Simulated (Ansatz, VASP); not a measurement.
Two plane-wave programs on LuH2

```
Lu H
1.0
     0.00000    2.47931    2.47931
     2.47931    0.00000    2.47931
     2.47931    2.47931    0.00000
Lu H
1 2
Direct
  0.00000 0.00000 0.00000
  0.25000 0.25000 0.25000
  0.75000 0.75000 0.75000
```

Alike in both runs: task relaxation of cell and atoms; functional PBEsol; k mesh 14 × 14 × 14; occupations fermi-dirac, width 0.15 eV; no spin polarisation.

```csv
,VASP,Ansatz
version,VASP 6.6.1,Ansatz 0.2.0
potentials or method,"VASP PAW PBE potentials, release 64 (Lu, H), cutoff 600 eV","scalar-relativistic, plane waves, PAW"
valence electrons in the cell,27,27
```

|  | VASP | Ansatz | Ansatz less VASP |
| --- | --- | --- | --- |
| gap on the k mesh at the Fermi level, each at its own relaxed structure (eV) | none | none | - |
| relaxed volume (Å³/atom) | 10.21 | 10.16 | -0.051 |
| relaxed cell length with the largest relative difference (Å) | 3.512 | 3.507 | -0.0058 |

VASP's potentials were made for PBE, not for PBEsol. A gap of «none» marks a metal or a gap that the smearing closes.

Spin-orbit coupling is off throughout.
